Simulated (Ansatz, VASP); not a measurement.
Two plane-wave programs on Sc

```xyz
1
Lattice="2.8382 0.0000 0.0000 0.0000 2.8382 0.0000 0.0000 0.0000 2.8382" Properties=species:S:1:pos:R:3 pbc="T T T"
Sc    0.0000    0.0000    0.0000
```

Alike in both runs: task single point; functional PBEsol; k mesh 12 × 12 × 12; occupations fermi-dirac, width 0.1 eV; no spin polarisation.

```csv
,VASP,Ansatz
version,VASP 6.6.1,Ansatz 0.2.0
potentials or method,"VASP PAW PBE potentials, release 64 (Sc_sv), cutoff 500 eV","plane waves (420 eV) with PAW, scalar-relativistic"
valence electrons in the cell,11,11
```

|  | VASP | Ansatz | Ansatz less VASP |
| --- | --- | --- | --- |
| pressure (GPa) | 3.4 | 3.4 | -0.02 |

VASP's potentials were made for PBE, not for PBEsol, and Ansatz warns of the same on its side. The functional is the same, so the differences come from potentials, cutoffs and numerics.
